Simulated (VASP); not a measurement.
A run of VASP 6.6.1:

Contents of INCAR:

```
SYSTEM = Y
PREC = Accurate
ENCUT = 520
EDIFF = 1E-6
ISMEAR = -1
SIGMA = 0.08
LREAL = .FALSE.
LASPH = .TRUE.
NELM = 100
ALGO = Normal
ISIF = 2
LWAVE = .FALSE.
LCHARG = .FALSE.
GGA = PE
NBANDS = 12
```

File KPOINTS:

```
regular mesh
0
G
  14 14 14
  0 0 0
```

POSCAR

```
Y
1.0
    0.0000000000      2.5335377684      2.5335377684
    2.5335377684      0.0000000000      2.5335377684
    2.5335377684      2.5335377684      0.0000000000
Y
1
Direct
    0.0000000000      0.0000000000      0.0000000000
```

Potentials or basis: VASP PAW PBE potentials, release 64 (Y_sv).

The run is started by

```bash
$ cat potpaw_PBE.64/Y_sv/POTCAR > POTCAR
$ mpirun -np 1 vasp_std > vasp.out
```

Hardware: 1 thread of Intel Xeon 8259CL, on a shared host.

Q: How long does it take, and how much memory?

A: It took 63 s on 1 thread of Intel Xeon 8259CL, on a shared host, peak memory 0.2 GiB. Counts: scf iterations 12, k points 104.
